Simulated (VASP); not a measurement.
A run of VASP 6.6.1:

INCAR

```
  PREC = Accurate
  ENCUT = 520
  EDIFF = 1E-6
  ISMEAR = 0
  SIGMA = 0.05
  LREAL = F
  LASPH = T
  NELM = 60
  ALGO = Normal
  ISIF = 2
  LWAVE = F
  LCHARG = F
  GGA = PE
  NBANDS = 15
```

The input KPOINTS:

```
regular mesh
0
Gamma
  14 14 14
```

The input POSCAR:

```
TaN
1.0
    0.0000000000      2.2113230000      2.2113230000
    2.2113230000      0.0000000000      2.2113230000
    2.2113230000      2.2113230000      0.0000000000
Ta N
1 1
Direct
    0.5000000000      0.5000000000      0.5000000000
    0.0000000000      0.0000000000      0.0000000000
```

Potentials or basis: VASP PAW PBE potentials, release 64 (Ta_pv, N).

Launch:

```console
$ cat potpaw_PBE.64/Ta_pv/POTCAR potpaw_PBE.64/N/POTCAR > POTCAR
$ mpirun -np 1 vasp_std > vasp.out
```

Hardware: 1 thread of Intel(R) Xeon(R) Platinum 8259CL CPU @ 2.50GHz (Skylake/Cascade Lake) (shared host).

Problem. How long does it take, and how much memory?

Solution. It took 22 s on 1 thread of Intel(R) Xeon(R) Platinum 8259CL CPU @ 2.50GHz (Skylake/Cascade Lake), on a shared host, peak memory 0.16 GiB. Counts: scf iterations 12, k points 104.
